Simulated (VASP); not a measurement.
# La2LuN3 (P-3m1) in VASP: a series of runs

The runs below take La2LuN3 through relaxation of cell and atoms, single point, with PBE.

All numbers are computed with VASP 6.6.1; they aren't measurements. Logs are shortened: lines on timing, memory, paths and dates and some standing lists are left out, and cuts for length are marked.

## 1. The cell of the first run

The structure is trigonal, space group P-3m1 (No. 164). The conventional cell has a = 3.676 Å, b = 3.676 Å, c = 9.009 Å, α = 90.00°, β = 90.00°, γ = 120.00°. Within 3.4 Å of La (site symmetry 3m) lie 6 N at 2.57 Å. Within 3.5 Å of Lu (site symmetry -3m) lie 6 N at 2.66 Å. Within 3.4 Å of N (site symmetry -3m) lie 6 La at 2.57 Å. N (site symmetry 3m) has 3 La at 2.57 Å and 3 Lu at 2.66 Å within 3.4 Å.

The cell was generated, and may not be a known phase.

## 2. Relaxation of cell and atoms, PBE

Contents of INCAR:

```
SYSTEM = La2LuN3
PREC = Accurate
ENCUT = 600
EDIFF = 1E-7
ISMEAR = 0
SIGMA = 0.1
LREAL = .False.
LASPH = .True.
NELM = 100
ALGO = Normal
ISIF = 3
LWAVE = .False.
LCHARG = .False.
GGA = PE
IBRION = 2
NSW = 90
EDIFFG = -0.04
```

Contents of KPOINTS:

```
Automatic mesh
0
Gamma
  6 6 2
  0 0 0
```

Contents of POSCAR:

```
La2LuN3
1.0
    3.6761604400      0.0000000000      0.0000000000
   -1.8380802200      3.1836483300      0.0000000000
    0.0000000000      0.0000000000      9.0086216000
La Lu N
2 1 3
Direct
    0.3333333300      0.6666666700      0.6610567600
    0.6666666700      0.3333333300      0.3389432400
    0.0000000000      0.0000000000      0.0000000000
    0.0000000000      0.0000000000      0.5000000000
    0.3333333300      0.6666666700      0.1780929900
    0.6666666700      0.3333333300      0.8219070100
```

Potentials or basis: VASP PAW PBE potentials, release 64 (La, Lu, N).

Run with:

```bash
> cat potpaw_PBE.64/La/POTCAR potpaw_PBE.64/Lu/POTCAR potpaw_PBE.64/N/POTCAR > POTCAR
> mpirun -np 1 vasp_std > vasp.out
```

OUTCAR:

```text
SYSTEM = La2LuN3
   PREC = Accurate
   ENCUT = 600
   EDIFF = 1E-7
   ISMEAR = 0
   LREAL = .False.
   LASPH = .True.
   NELM = 100
   ISIF = 3
   GGA = PE
   IBRION = 2
   NSW = 90
   EDIFFG = -0.04

 ion  position               nearest neighbor table
   1  0.333  0.667  0.661-   6 2.57   6 2.57   6 2.57   4 2.57   4 2.57   4 2.57   2 3.60   2 3.60
                             2 3.60   3 3.72   3 3.72   3 3.72
   2  0.667  0.333  0.339-   5 2.57   5 2.57   5 2.57   4 2.57   4 2.57   4 2.57   1 3.60   1 3.60
                             1 3.60   3 3.72   3 3.72   3 3.72
   3  0.000  0.000  0.000-   5 2.66   6 2.66   6 2.66   5 2.66   6 2.66   5 2.66   1 3.72   2 3.72
                             1 3.72   2 3.72   2 3.72   1 3.72
   4  0.000  0.000  0.500-   1 2.57   2 2.57   2 2.57   1 2.57   2 2.57   1 2.57
   5  0.333  0.667  0.178-   2 2.57   2 2.57   2 2.57   3 2.66   3 2.66   3 2.66
   6  0.667  0.333  0.822-   1 2.57   1 2.57   1 2.57   3 2.66   3 2.66   3 2.66

  LATTYP: Found a hexagonal cell.
 ALAT       =     3.6761604400
 C/A-ratio  =     2.4505518045

  Lattice vectors:

 A1 = (   3.6761604400,   0.0000000000,   0.0000000000)
 A2 = (  -1.8380802200,   3.1836483300,   0.0000000000)
 A3 = (   0.0000000000,   0.0000000000,   9.0086216000)

Analysis of symmetry for initial positions (statically):
=====================================================================
 Subroutine PRICEL returns:
 Original cell was already a primitive cell.

 Routine SETGRP: Setting up the symmetry group for a
 hexagonal supercell.

 Subroutine GETGRP returns: Found 12 space group operations
 (whereof 12 operations were pure point group operations)
 out of a pool of 24 trial point group operations.

The static configuration has the point symmetry D_3d.

Analysis of symmetry for dynamics (positions and initial velocities):
=====================================================================
 Subroutine PRICEL returns:
 Original cell was already a primitive cell.

 Routine SETGRP: Setting up the symmetry group for a
 hexagonal supercell.

 Subroutine GETGRP returns: Found 12 space group operations
 (whereof 12 operations were pure point group operations)
 out of a pool of 24 trial point group operations.

The dynamic configuration has the point symmetry D_3d.

 Subroutine INISYM returns: Found 12 space group operations
 (whereof 12 operations are pure point group operations),
 and found     1 'primitive' translations

----------------------------------------------------------------------------------------

                                     Primitive cell

  volume of cell :     105.4333

  direct lattice vectors                    reciprocal lattice vectors
     3.676160440  0.000000000  0.000000000     0.272022948  0.157052522  0.000000000
    -1.838080220  3.183648330  0.000000000     0.000000000  0.314105044  0.000000000
     0.000000000  0.000000000  9.008621600     0.000000000  0.000000000  0.111004773

  length of vectors
     3.676160440  3.676160440  9.008621600     0.314105044  0.314105044  0.111004773

  position of ions in fractional coordinates (direct lattice)
     0.333333330  0.666666670  0.661056760
     0.666666670  0.333333330  0.338943240
     0.000000000  0.000000000  0.000000000
     0.000000000  0.000000000  0.500000000
     0.333333330  0.666666670  0.178092990
     0.666666670  0.333333330  0.821907010

  ion indices of the primitive-cell ions
   primitive index   ion index
                 1           1
                 2           2
                 3           3
                 4           4
                 5           5
                 6           6

----------------------------------------------------------------------------------------

 KPOINTS: Automatic mesh

Automatic generation of k-mesh.
 Grid dimensions read from file:
 generate k-points for:    6    6    2

 Generating k-lattice:

  Cartesian coordinates                     Fractional coordinates (reciprocal lattice)
     0.045337158  0.026175420  0.000000000     0.166666667 -0.000000000  0.000000000
     0.000000000  0.052350841  0.000000000     0.000000000  0.166666667  0.000000000
     0.000000000  0.000000000  0.055502387     0.000000000  0.000000000  0.500000000

  Length of vectors
     0.052350841  0.052350841  0.055502387

  Shift w.r.t. Gamma in fractional coordinates (k-lattice)
     0.000000000  0.000000000  0.000000000

 Subroutine IBZKPT returns following result:
 ===========================================

 Found     14 irreducible k-points:

 Following reciprocal coordinates:
            Coordinates               Weight
  0.000000  0.000000  0.000000      1.000000
  0.166667  0.000000  0.000000      6.000000
  0.333333  0.000000  0.000000      6.000000
  0.500000  0.000000  0.000000      3.000000
  0.166667  0.166667  0.000000      6.000000
  0.333333  0.166667  0.000000     12.000000
  0.333333  0.333333  0.000000      2.000000
  0.000000  0.000000  0.500000      1.000000
  0.166667  0.000000  0.500000      6.000000
  0.333333  0.000000  0.500000      6.000000
  0.500000  0.000000  0.500000      3.000000
  0.166667  0.166667  0.500000      6.000000
  0.333333  0.166667  0.500000     12.000000
  0.333333  0.333333  0.500000      2.000000
   k-points           NKPTS =     14   k-points in BZ     NKDIM =     14   number of bands    NBANDS=     37
   number of dos      NEDOS =    301   number of ions     NIONS =      6
   total plane-waves  NPLWV =  64800
   dimension x,y,z NGX =    30 NGY =   30 NGZ =   72
   dimension x,y,z NGXF=    60 NGYF=   60 NGZF=  144
   ions per type =               2   1   3
   NGX,Y,Z   is equivalent  to a cutoff of  13.57, 13.57, 13.29 a.u.
   NGXF,Y,Z  is equivalent  to a cutoff of  27.13, 27.13, 26.57 a.u.
 SYSTEM =  La2LuN3
   PREC   = accura    normal or accurate (medium, high low for compatibility)
   ISTART =      0    job   : 0-new  1-cont  2-samecut
   ICHARG =      2    charge: 1-file 2-atom 10-const
   ISPIN  =      1    spin polarized calculation?
   LNONCOLLINEAR =      F non collinear calculations
   LSORBIT =      F    spin-orbit coupling
   LASPH  =      T    aspherical Exc in radial PAW
   ENCUT  =  600.0 eV  44.10 Ry    6.64 a.u.   7.34  7.34 17.99*2*pi/ulx,y,z
   NELM   =    100;   NELMIN=  2; NELMDL= -5     # of ELM steps
   EDIFF  = 0.1E-06   stopping-criterion for ELM
   LREAL  =      F    real-space projection
   EDIFFG = -.4E-01   stopping-criterion for IOM
   NSW    =     90    number of steps for IOM
   IBRION =      2    ionic relax: 0-MD 1-quasi-New 2-CG
   NFREE  =      1    steps in history (QN), initial steepest desc. (CG)
   ISIF   =      3    stress and relaxation
   ISYM   =      2    0-nonsym 1-usesym 2-fastsym
   POTIM  = 0.5000    time-step for ionic-motion
   TEBEG  =    0.0;   TEEND  =   0.0 temperature during run
   PSTRESS=    0.0 pullay stress
   NELECT =      62.0000    total number of electrons
   NUPDOWN=      -1.0000    fix difference up-down
   EMIN   =  10.00;   EMAX   =-10.00  energy-range for DOS
   EFERMI =   0.00;   METHOD = LEGACY
   ISMEAR =     0;   SIGMA  =   0.10  broadening in eV -4-tet -1-fermi 0-gaus
   EFERMI_NEDOS =   21; number of points for ismear=-14 and -15
   IALGO  =     38    algorithm
   IMIX   =      4    mixing-type and parameters
     AMIX     =   0.40;   BMIX     =  1.00
     AMIX_MAG =   1.60;   BMIX_MAG =  1.00
  volume/ion in A,a.u.               =      17.57       118.58
  Fermi-wavevector in a.u.,A,eV,Ry     =   1.371554  2.591860 25.594723  1.881159
  Thomas-Fermi vector in A             =   2.497240
   LORBIT       =      0    0 simple, 1 ext, 2 COOP (PROOUT), +10 PAW based schemes
   GGA     = PE    functional components
   LHFCALC =     F    Hartree Fock is set to
   AEXX    =    0.0000 exact exchange contribution
   IVDW    =     0    specifies the selected vdW correction
   LEPSILON=     F    determine dielectric tensor
   LRPA    =     F    only Hartree local field effects (RPA)
 conjugate gradient relaxation of ions
 non-spin polarized calculation
 Gauss-broadening in eV      SIGMA  =   0.10
  energy-cutoff  :      600.00
  volume of cell :      105.43
 maximum number of plane-waves:      3545
 NGX is ok and might be reduce to    30
   NGX = 15   NGY = 15   NGZ = 35

--------------------------------------- Ionic step        1  -------------------------------------------

 number of electron      61.9999994 magnetization

 Free energy of the ion-electron system (eV)
  ---------------------------------------------------
  ext. energy  EPLUGINS =         0.00000000
  ---------------------------------------------------
  free energy    TOTEN  =       -46.96867174 eV

  energy without entropy =      -46.96835053  energy(sigma->0) =      -46.96851113

------------------------ aborting loop because EDIFF is reached ----------------------------------------

  FORCE on cell =-STRESS in cart. coord.  units (eV):
  Direction    XX          YY          ZZ          XY          YZ          ZX
  --------------------------------------------------------------------------------------
  -------------------------------------------------------------------------------------
  Total       -0.6479913     -0.6479913     -2.2177138      0.0000000      0.0000000      0.0000000
  in kB       -9.8469528     -9.8469528    -33.7006427      0.0000000      0.0000000      0.0000000
  external PRESSURE =     -17.7981827 kB  Pullay stress =       0.0000000 kB
[... 101 lines left out ...]
  FREE ENERGIE OF THE ION-ELECTRON SYSTEM (eV)
  ---------------------------------------------------
  free  energy   TOTEN  =       -47.5779873515 eV

  energy  without entropy=      -47.5753292028  energy(sigma->0) =      -47.57665828

[... ionic steps 4 to 7 ...]

--------------------------------------- Ionic step        8  -------------------------------------------

 number of electron      62.0000002 magnetization

------------------------ aborting loop because EDIFF is reached ----------------------------------------

  FORCE on cell =-STRESS in cart. coord.  units (eV):
  Direction    XX          YY          ZZ          XY          YZ          ZX
  --------------------------------------------------------------------------------------
  -------------------------------------------------------------------------------------
  Total       -0.2168214     -0.2168214     -0.4437521      0.0000000      0.0000000      0.0000000
  in kB       -3.4159551     -3.4159551     -6.9911810      0.0000000      0.0000000      0.0000000
  external PRESSURE =      -4.6076971 kB  Pullay stress =       0.0000000 kB
[... 65 lines left out ...]
  energy  without entropy=      -47.6961533200  energy(sigma->0) =      -47.69698043

--------------------------------------- Ionic step       10  -------------------------------------------

 number of electron      62.0000002 magnetization

 Free energy of the ion-electron system (eV)
  ---------------------------------------------------
  ext. energy  EPLUGINS =         0.00000000
  ---------------------------------------------------
  free energy    TOTEN  =       -47.69826302 eV

  energy without entropy =      -47.69669396  energy(sigma->0) =      -47.69747849

 E-fermi :   6.5918     XC(G=0): -11.1494

 val. band max:        6.4595619373   @ k =   0.0000   0.0000   0.0000
 cond. band min:       6.7014034719   @ k =   0.5000   0.0000   0.0000
 fundamental gap:      0.2418415346
 Fermi energy:         6.5918398797

 k-point     1 :       0.0000    0.0000    0.0000
  band No.  band energies     occupation
      1     -48.0266      2.00000
      2     -24.3865      2.00000
      3     -24.2789      2.00000
      4     -18.8521      2.00000
      5     -18.5645      2.00000
      6     -18.5645      2.00000
[... 582 lines left out ...]
  FREE ENERGIE OF THE ION-ELECTRON SYSTEM (eV)
  ---------------------------------------------------
  free  energy   TOTEN  =       -47.6982630151 eV

  energy  without entropy=      -47.6966939595  energy(sigma->0) =      -47.69747849

 reached required accuracy - stopping structural energy minimisation
```

Wall time 19 min (1 thread of AMD EPYC 7R32 (Zen 2), shared host); peak memory 0.27 GiB.

Results:

```yaml
Free_energy: -47.6983 eV
Relaxed_volume: 16.89 Å³/atom
Relaxed_cell: a = 3.618 Å, b = 3.618 Å, c = 8.937 Å, α = 90.00°, β = 90.00°, γ = 120.00°
Space_group_after_relaxing_to_0.1_Å: P-3m1 (No. 164)
Energy_gained_by_relaxing: 121.6 meV/atom
Ionic_steps: 10
Pressure_after_relaxing: 0.1 GPa
Largest_force_after_relaxing: 0.034 eV/Å
Band_gap_on_the_k_mesh: 0.24 eV (least direct gap 0.26 eV)
```

Forces in eV/Å, atoms in the order of the input:
```
La   0.000  0.000 -0.034
La   0.000  0.000  0.034
Lu   0.000  0.000  0.000
N    0.000  0.000  0.000
N    0.000  0.000 -0.001
N    0.000  0.000  0.001
```

Stress tensor (GPa, compression positive):
```
 0.11  0.00  0.00
 0.00  0.11  0.00
 0.00  0.00 -0.06
```

Step by step:
```csv
step,energy change (eV),largest force (eV/Å),pressure (GPa),volume (Å³)
1,0.0000,1.8901,-1.78,105.43
2,-0.4428,1.4538,0.36,102.48
3,-0.6093,0.7103,4.25,98.82
4,-0.6216,0.7126,-4.11,104.47
5,-0.6979,0.4255,-0.38,101.69
6,-0.7278,0.1234,0.41,101.02
7,-0.7278,0.1241,0.41,101.02
8,-0.7288,0.0476,-0.46,101.70
9,-0.7291,0.0716,-0.21,101.48
10,-0.7296,0.0345,0.05,101.32
```

Final structure:
```
CELL_PARAMETERS angstrom
3.61814 0.00000 0.00000
-1.80907 3.13340 0.00000
0.00000 0.00000 8.93743
ATOMIC_POSITIONS crystal
La 0.33333 0.66667 0.67608
La 0.66667 0.33333 0.32392
Lu 0.00000 0.00000 0.00000
N 0.00000 0.00000 0.50000
N 0.33333 0.66667 0.14943
N 0.66667 0.33333 0.85057
```

Caveat: semilocal functionals underestimate gaps, and a narrow one can read as zero; spin-orbit coupling is left out, which moves the levels of the heavy elements.

## 3. Single point, PBE

This run uses another cell than the first one, of 16.89 Å³/atom.

Contents of INCAR:

```
SYSTEM = La2LuN3
PREC = Accurate
ENCUT = 520
EDIFF = 1E-6
ISMEAR = 0
SIGMA = 0.01
LREAL = .False.
LASPH = .True.
NELM = 60
ALGO = Normal
ISIF = 2
LWAVE = .False.
LCHARG = .False.
GGA = PE
NBANDS = 40
```

Contents of KPOINTS:

```
regular mesh
0
Gamma
  12 12 4
  0 0 0
```

Contents of POSCAR:

```
La2LuN3
1.0
    3.6185176745      0.0000000000      0.0000000000
   -1.8092588372      3.1337282302      0.0000000000
    0.0000000000      0.0000000000      8.9379349568
La Lu N
2 1 3
Direct
    0.3333333333      0.6666666667      0.6760739799
    0.6666666667      0.3333333333      0.3239260201
    0.0000000000      0.0000000000      0.0000000000
    0.0000000000      0.0000000000      0.5000000000
    0.3333333333      0.6666666667      0.1489963895
    0.6666666667      0.3333333333      0.8510036105
```

Potentials or basis: VASP PAW PBE potentials, release 64 (La, Lu, N).

Run with:

```bash
> cat potpaw_PBE.64/La/POTCAR potpaw_PBE.64/Lu/POTCAR potpaw_PBE.64/N/POTCAR > POTCAR
> mpirun -np 1 vasp_std > vasp.out
```

It took 9.7 min on 1 thread of AMD EPYC 7R32 (Zen 2), shared host; peak memory 0.4 GiB.

Results (log left out):

```yaml
Free_energy: -47.7014 eV
Pressure: 0.0 GPa
Largest_force: 0.045 eV/Å
Band_gap_on_the_k_mesh: 0.24 eV (least direct gap 0.26 eV)
```

Forces in eV/Å, atoms in the order of the input:
```
La   0.000  0.000 -0.014
La   0.000  0.000  0.014
Lu   0.000  0.000  0.000
N    0.000  0.000  0.000
N    0.000  0.000  0.045
N    0.000  0.000 -0.045
```

Levels at points of the mesh, in eV from the valence-band top:
```csv
k point,band 28,band 29,band 30,band 31,band 32,band 33,band 34,band 35
"(0.00, 0.00, 0.00)",-1.30,-0.01,-0.01,0.00,2.73,3.19,3.26,3.26
"(0.50, 0.00, 0.00)",-1.15,-0.20,-0.03,-0.02,0.24,3.19,3.29,3.98
"(0.00, 0.00, 0.50)",-0.71,-0.71,-0.47,-0.47,2.71,2.75,3.56,3.56
"(0.50, 0.00, 0.50)",-0.99,-0.68,-0.39,-0.14,1.33,1.40,3.93,4.01
```

Caveat: semilocal functionals underestimate gaps, and a narrow one can read as zero; spin-orbit coupling is left out, which moves the levels of the heavy elements.
